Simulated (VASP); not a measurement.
# TiAl (P-6m2) in VASP: further runs

The runs below take TiAl through single point, with PBEsol.

Everything below comes from runs of VASP 6.6.1. Logs are shortened: lines on timing, memory, paths and dates and some standing lists are left out, and cuts for length are marked.

### Step 1. The cell of the first run

The structure is hexagonal, space group P-6m2 (No. 187). Conventional cell: a = 2.990 Å, b = 2.990 Å, c = 4.065 Å, α = 90.00°, β = 90.00°, γ = 120.00°. Within 3.5 Å of Ti (site symmetry -6m2) lie 6 Al at 2.67 Å and 6 Ti at 2.99 Å. Within 3.5 Å of Al (site symmetry -6m2) lie 6 Ti at 2.67 Å and 6 Al at 2.99 Å.

### Step 2. Single point, PBEsol

File INCAR:

```
ALGO     = Fast           # electronic algorithm
EDIFF    = 1E-7           # SCF threshold, eV
ENCUT    = 520            # plane-wave cutoff, eV
GGA      = PS             # functional
ISIF     = 2              # what is computed and relaxed
ISMEAR   = 0              # smearing method
LASPH    = T              # aspherical terms in the spheres
LCHARG   = F              # write CHGCAR
LREAL    = F              # projectors in reciprocal space
LWAVE    = F              # write WAVECAR
NBANDS   = 14             # bands
NELM     = 100            # most SCF steps
PREC     = Accurate       # precision mode
SIGMA    = 0.15           # smearing width, eV
```

File KPOINTS:

```
k-points
0
Gamma
  18 18 10
```

File POSCAR:

```
TiAl
1.0
    2.9899000000      0.0000000000      0.0000000000
   -1.4949500000      2.5893293548      0.0000000000
    0.0000000000      0.0000000000      4.0649000000
Ti Al
1 1
Direct
    0.0000000000      0.0000000000      0.0000000000
    0.3333333333      0.6666666667      0.5000000000
```

Potentials or basis: VASP PAW PBE potentials, release 64 (Ti_sv, Al).

Launch:

```bash
$ cat potpaw_PBE.64/Ti_sv/POTCAR potpaw_PBE.64/Al/POTCAR > POTCAR
$ mpirun -np 1 vasp_std > vasp.out
```

OUTCAR:

```text
EDIFF = 1E-7
   ENCUT = 520
   GGA = PS
   ISIF = 2
   ISMEAR = 0
   LASPH = T
   LREAL = F
   NELM = 100
   PREC = Accurate

 ion  position               nearest neighbor table
   1  0.000  0.000  0.000-   2 2.67   2 2.67   2 2.67   2 2.67   2 2.67   2 2.67
   2  0.333  0.667  0.500-   1 2.67   1 2.67   1 2.67   1 2.67   1 2.67   1 2.67

  LATTYP: Found a hexagonal cell.
 ALAT       =     2.9899000000
 C/A-ratio  =     1.3595437975

  Lattice vectors:

 A1 = (   2.9899000000,   0.0000000000,   0.0000000000)
 A2 = (  -1.4949500000,   2.5893293548,   0.0000000000)
 A3 = (   0.0000000000,   0.0000000000,   4.0649000000)

Analysis of symmetry for initial positions (statically):
=====================================================================
 Subroutine PRICEL returns:
 Original cell was already a primitive cell.

 Routine SETGRP: Setting up the symmetry group for a
 hexagonal supercell.

 Subroutine GETGRP returns: Found 12 space group operations
 (whereof 12 operations were pure point group operations)
 out of a pool of 24 trial point group operations.

The static configuration has the point symmetry D_3h.

Analysis of symmetry for dynamics (positions and initial velocities):
=====================================================================
 Subroutine PRICEL returns:
 Original cell was already a primitive cell.

 Routine SETGRP: Setting up the symmetry group for a
 hexagonal supercell.

 Subroutine GETGRP returns: Found 12 space group operations
 (whereof 12 operations were pure point group operations)
 out of a pool of 24 trial point group operations.

The dynamic configuration has the point symmetry D_3h.

 Subroutine INISYM returns: Found 12 space group operations
 (whereof 12 operations are pure point group operations),
 and found     1 'primitive' translations

----------------------------------------------------------------------------------------

                                     Primitive cell

  volume of cell :      31.4698

  direct lattice vectors                    reciprocal lattice vectors
     2.989900000  0.000000000  0.000000000     0.334459346  0.193100194  0.000000000
    -1.494950000  2.589329355  0.000000000     0.000000000  0.386200387  0.000000000
     0.000000000  0.000000000  4.064900000     0.000000000  0.000000000  0.246008512

  length of vectors
     2.989900000  2.989900000  4.064900000     0.386200387  0.386200387  0.246008512

  position of ions in fractional coordinates (direct lattice)
     0.000000000  0.000000000  0.000000000
     0.333333333  0.666666667  0.500000000

  ion indices of the primitive-cell ions
   primitive index   ion index
                 1           1
                 2           2

----------------------------------------------------------------------------------------

 KPOINTS: k-points

Automatic generation of k-mesh.
 Grid dimensions read from file:
 generate k-points for:   18   18   10

 Generating k-lattice:

  Cartesian coordinates                     Fractional coordinates (reciprocal lattice)
     0.018581075  0.010727789  0.000000000     0.055555556  0.000000000  0.000000000
     0.000000000  0.021455577  0.000000000     0.000000000  0.055555556  0.000000000
     0.000000000  0.000000000  0.024600851     0.000000000  0.000000000  0.100000000

  Length of vectors
     0.021455577  0.021455577  0.024600851

  Shift w.r.t. Gamma in fractional coordinates (k-lattice)
     0.000000000  0.000000000  0.000000000

 Subroutine IBZKPT returns following result:
 ===========================================

 Found    222 irreducible k-points:

 Following reciprocal coordinates:
            Coordinates               Weight
  0.000000  0.000000  0.000000      1.000000
  0.055556  0.000000  0.000000      6.000000
  0.111111  0.000000  0.000000      6.000000
  0.166667  0.000000  0.000000      6.000000
  0.222222  0.000000  0.000000      6.000000
  0.277778  0.000000  0.000000      6.000000
[... 16 lines left out ...]
  0.333333  0.111111  0.000000     12.000000
  0.388889  0.111111  0.000000     12.000000
 [... further k-points ...]
   k-points           NKPTS =    222   k-points in BZ     NKDIM =    222   number of bands    NBANDS=     14
   number of dos      NEDOS =    301   number of ions     NIONS =      2
   total plane-waves  NPLWV =  17280
   dimension x,y,z NGX =    24 NGY =   24 NGZ =   30
   dimension x,y,z NGXF=    48 NGYF=   48 NGZF=   60
   ions per type =               1   1
   NGX,Y,Z   is equivalent  to a cutoff of  13.34, 13.34, 12.27 a.u.
   NGXF,Y,Z  is equivalent  to a cutoff of  26.69, 26.69, 24.54 a.u.
 SYSTEM =  unknown system
   PREC   = accura    normal or accurate (medium, high low for compatibility)
   ISTART =      0    job   : 0-new  1-cont  2-samecut
   ICHARG =      2    charge: 1-file 2-atom 10-const
   ISPIN  =      1    spin polarized calculation?
   LNONCOLLINEAR =      F non collinear calculations
   LSORBIT =      F    spin-orbit coupling
   LASPH  =      T    aspherical Exc in radial PAW
   ENCUT  =  520.0 eV  38.22 Ry    6.18 a.u.   5.56  5.56  7.56*2*pi/ulx,y,z
   NELM   =    100;   NELMIN=  2; NELMDL= -5     # of ELM steps
   EDIFF  = 0.1E-06   stopping-criterion for ELM
   LREAL  =      F    real-space projection
   EDIFFG = 0.1E-05   stopping-criterion for IOM
   NSW    =      0    number of steps for IOM
   IBRION =     -1    ionic relax: 0-MD 1-quasi-New 2-CG
   NFREE  =      0    steps in history (QN), initial steepest desc. (CG)
   ISIF   =      2    stress and relaxation
   ISYM   =      2    0-nonsym 1-usesym 2-fastsym
   POTIM  = 0.5000    time-step for ionic-motion
   TEBEG  =    0.0;   TEEND  =   0.0 temperature during run
   PSTRESS=    0.0 pullay stress
   NELECT =      15.0000    total number of electrons
   NUPDOWN=      -1.0000    fix difference up-down
   EMIN   =  10.00;   EMAX   =-10.00  energy-range for DOS
   EFERMI =   0.00;   METHOD = LEGACY
   ISMEAR =     0;   SIGMA  =   0.15  broadening in eV -4-tet -1-fermi 0-gaus
   EFERMI_NEDOS =   21; number of points for ismear=-14 and -15
   IALGO  =     68    algorithm
   IMIX   =      4    mixing-type and parameters
     AMIX     =   0.40;   BMIX     =  1.00
     AMIX_MAG =   1.60;   BMIX_MAG =  1.00
  volume/ion in A,a.u.               =      15.73       106.18
  Fermi-wavevector in a.u.,A,eV,Ry     =   1.278814  2.416608 22.250488  1.635365
  Thomas-Fermi vector in A             =   2.411335
   LORBIT       =      0    0 simple, 1 ext, 2 COOP (PROOUT), +10 PAW based schemes
   GGA     = PS    functional components
   LHFCALC =     F    Hartree Fock is set to
   AEXX    =    0.0000 exact exchange contribution
   IVDW    =     0    specifies the selected vdW correction
   LEPSILON=     F    determine dielectric tensor
   LRPA    =     F    only Hartree local field effects (RPA)
 non-spin polarized calculation
 RMM-DIIS sequential band-by-band and
 Gauss-broadening in eV      SIGMA  =   0.15
  energy-cutoff  :      520.00
  volume of cell :       31.47
 maximum number of plane-waves:       891
 NGX is ok and might be reduce to    24
   NGX = 11   NGY = 11   NGZ = 15

 number of electron      15.0000005 magnetization

 Free energy of the ion-electron system (eV)
  ---------------------------------------------------
  ext. energy  EPLUGINS =         0.00000000
  ---------------------------------------------------
  free energy    TOTEN  =       -12.64691521 eV

  energy without entropy =      -12.61570836  energy(sigma->0) =      -12.63131178

 E-fermi :   8.2545     XC(G=0): -11.2708

 val. band max:        8.2504402955   @ k =   0.1667   0.0000   0.2000
 cond. band min:       8.2585407780   @ k =   0.3333   0.2778   0.4000
 fundamental gap:      0.0081004824
 Fermi energy:         8.2544537631

 k-point     1 :       0.0000    0.0000    0.0000
  band No.  band energies     occupation
      1     -47.9523      2.00000
      2     -24.4068      2.00000
      3     -24.0667      2.00000
      4     -24.0667      2.00000
      5      -0.6069      2.00000
      6       6.4790      2.00000
      7       8.1651      1.60036
      8       9.3679      0.00000
      9       9.3679      0.00000
     10      10.6447      0.00000
     11      10.6447      0.00000
     12      14.6970      0.00000
     13      19.6355      0.00000
     14      19.6355      0.00000

 k-point     2 :       0.0556    0.0000    0.0000
  band No.  band energies     occupation
      1     -47.9505      2.00000
      2     -24.4048      2.00000
      3     -24.0794      2.00000
      4     -24.0696      2.00000
      5      -0.5347      2.00000
      6       6.5393      2.00000
      7       8.0951      1.86689
      8       9.2894      0.00000
      9       9.4231      0.00000
     10      10.6238      0.00000
     11      10.7549      0.00000
     12      14.6913      0.00000
     13      18.7292      0.00000
     14      19.0824      0.00000

 k-point     3 :       0.1111    0.0000    0.0000
  band No.  band energies     occupation
      1     -47.9453      2.00000
      2     -24.3991      2.00000
      3     -24.1157      2.00000
      4     -24.0779      2.00000
      5      -0.3199      2.00000
      6       6.7103      2.00000
      7       7.9195      1.99841
      8       9.0706      0.00000
      9       9.5858      0.00000
     10      10.5640      0.00000
     11      11.0496      0.00000
     12      14.6582      0.00000
     13      17.2634      0.00000
     14      18.2612      0.00000

 k-point     4 :       0.1667    0.0000    0.0000
  band No.  band energies     occupation
      1     -47.9373      2.00000
      2     -24.3903      2.00000
      3     -24.1710      2.00000
      4     -24.0906      2.00000
      5       0.0334      2.00000
      6       6.9579      2.00000
      7       7.6997      2.00000
      8       8.7537      0.00000
      9       9.8469      0.00000
     10      10.4742      0.00000
     11      11.4613      0.00000
     12      14.5017      0.00000
     13      15.9383      0.00000
     14      17.4873      0.00000

 k-point     5 :       0.2222    0.0000    0.0000
  band No.  band energies     occupation
      1     -47.9275      2.00000
      2     -24.3795      2.00000
      3     -24.2383      2.00000
      4     -24.1061      2.00000
      5       0.5181      2.00000
      6       7.2093      2.00000
      7       7.4803      2.00000
      8       8.3886      0.20593
      9      10.1910      0.00000
     10      10.3666      0.00000
     11      11.9349      0.00000
[... 276 lines left out ...]
 k-point    22 :       0.2778    0.1111    0.0000
  band No.  band energies     occupation
      1     -47.9045      2.00000
      2     -24.3735      2.00000
      3     -24.3543      2.00000
      4     -24.1621      2.00000
      5       2.0392      2.00000
      6       7.1218      2.00000
      7       7.1751      2.00000
      8       7.7802      1.99999
      9       9.8499      0.00000
     10      10.8861      0.00000
     11      12.6926      0.00000
     12      13.2984      0.00000
     13      14.1465      0.00000
     14      15.3940      0.00000

 k-point    23 :       0.3333    0.1111    0.0000
  band No.  band energies     occupation
      1     -47.8970      2.00000
      2     -24.4196      2.00000
      3     -24.3461      2.00000
      4     -24.1782      2.00000
      5       2.8435      2.00000
      6       6.5412      2.00000
      7       7.0983      2.00000
      8       7.5807      2.00000
      9       9.7074      0.00000
     10      11.1643      0.00000
     11      12.5904      0.00000
     12      13.7863      0.00000
     13      13.8370      0.00000
     14      15.4628      0.00000

 k-point    24 :       0.3889    0.1111    0.0000
  band No.  band energies     occupation
      1     -47.8920      2.00000
      2     -24.4495      2.00000
      3     -24.3406      2.00000
      4     -24.1886      2.00000
      5       3.6999      2.00000
      6       5.7551      2.00000
      7       7.0547      2.00000
      8       7.4286      2.00000
      9       9.6129      0.00000
     10      11.4367      0.00000
     11      12.6242      0.00000
     12      13.5961      0.00000
     13      14.1483      0.00000
     14      15.6000      0.00000

 [... further k-points ...]
[... 5 lines left out ...]
  --------------------------------------------------------------------------------------
  -------------------------------------------------------------------------------------
  Total        0.0453403      0.0453403      4.5478296      0.0000000      0.0000000      0.0000000
  in kB        2.3083461      2.3083461    231.5372856      0.0000000      0.0000000      0.0000000
  external PRESSURE =      78.7179926 kB  Pullay stress =       0.0000000 kB

 VOLUME and BASIS-vectors are now :
 -----------------------------------------------------------------------------
  energy-cutoff  :      520.00
  volume of cell :       31.47
      direct lattice vectors                 reciprocal lattice vectors
     2.989900000  0.000000000  0.000000000     0.334459346  0.193100194  0.000000000
    -1.494950000  2.589329355  0.000000000     0.000000000  0.386200387  0.000000000
     0.000000000  0.000000000  4.064900000     0.000000000  0.000000000  0.246008512

 POSITION                                       TOTAL-FORCE (eV/Angst)
 -----------------------------------------------------------------------------------
      0.00000      0.00000      0.00000        -0.000000      0.000000      0.000000
     -0.00000      1.72622      2.03245         0.000000     -0.000000      0.000000
 -----------------------------------------------------------------------------------
    total drift:                                0.000000     -0.000000      0.000000

  FREE ENERGIE OF THE ION-ELECTRON SYSTEM (eV)
  ---------------------------------------------------
  free  energy   TOTEN  =       -12.6469152077 eV

  energy  without entropy=      -12.6157083583  energy(sigma->0) =      -12.63131178
```

Wall time 3.8 min (1 thread of Intel Xeon 8259CL, shared host); peak memory 0.23 GiB.

What came out:

```yaml
Free_energy: -12.6469 eV
Pressure: 7.9 GPa
Band_gap_on_the_k_mesh: zero (an odd number of electrons rules out a gap without spin polarisation)
```

Stress tensor (GPa, compression positive):
```
 0.23  0.00  0.00
 0.00  0.23  0.00
 0.00  0.00 23.15
```

Levels at points of the mesh, in eV from the Fermi level:
```
           k point  band 5  band 6  band 7  band 8  band 9  band 10  band 11  band 12
(0.00, 0.00, 0.00)   -8.86   -1.78   -0.09    1.11    1.11     2.39     2.39     6.44
(0.50, 0.00, 0.00)   -4.14   -3.22   -1.33   -0.89    1.75     3.60     4.54     5.46
(0.00, 0.00, 0.50)   -7.32   -5.03    0.58    1.18    1.18     2.10     2.10     9.78
(0.50, 0.00, 0.50)   -4.03   -2.14   -1.90    0.39    1.18     1.44     3.61     4.52
```

Caveat: the cell stands under pressure; the PAW data sets were made with another functional, which shifts forces and pressure a little.

### Step 3. Single point, PBEsol

This run uses another cell than the first one, of 15.81 Å³/atom.

File INCAR:

```
PREC = Accurate
ENCUT = 520
EDIFF = 1E-6
ISMEAR = 0
SIGMA = 0.15
LREAL = False
LASPH = True
NELM = 60
ALGO = Normal
ISIF = 2
LWAVE = False
LCHARG = True
GGA = PS
LELF = True
LVHAR = True
NBANDS = 14
```

File KPOINTS:

```
Automatic mesh
0
Gamma
  18 18 10
```

File POSCAR:

```
TiAl
1.0
    2.7052000000      0.0000000000      0.0000000000
   -1.3526000000      2.3427719223      0.0000000000
    0.0000000000      0.0000000000      4.9887000000
Ti Al
1 1
Direct
    0.0000000000      0.0000000000      0.0000000000
    0.3333333333      0.6666666667      0.5000000000
```

Potentials or basis: VASP PAW PBE potentials, release 64 (Ti_sv, Al).

Launch:

```bash
$ cat potpaw_PBE.64/Ti_sv/POTCAR potpaw_PBE.64/Al/POTCAR > POTCAR
$ mpirun -np 1 vasp_std > vasp.out
```

Run time: 1.8 min. Hardware: 1 thread of Intel Xeon 8259CL, shared host; peak memory 0.22 GiB.

The run converged. Its results:

```
Free energy            : -12.7491 eV
Pressure               : 3.1 GPa
Band gap on the k mesh : zero (an odd number of electrons rules out a gap without spin polarisation)
```

Stress tensor (GPa, compression positive):
```
 11.21   0.00   0.00
  0.00  11.21   0.00
  0.00   0.00 -13.09
```

Levels at points of the mesh, in eV from the Fermi level:
```
           k point  band 3  band 4  band 5  band 6  band 7  band 8  band 9  band 10  band 11  band 12
(0.00, 0.00, 0.00)  -32.06  -32.06   -9.56   -2.97   -2.87    1.29    1.29     2.55     3.20     3.20
(0.50, 0.00, 0.00)  -32.57  -32.28   -3.78   -2.64   -1.87   -1.47    2.42     3.69     3.79     4.60
(0.00, 0.00, 0.50)  -32.06  -32.06   -8.92   -5.72   -1.26    1.30    1.30     3.17     3.17     4.89
(0.50, 0.00, 0.50)  -32.57  -32.28   -3.71   -2.67   -2.17    0.68    0.92     2.02     2.34     4.60
```

Caveat: the cell stands under pressure; the PAW data sets were made with another functional, which shifts forces and pressure a little.

(Part 1 of 2 ends here.)
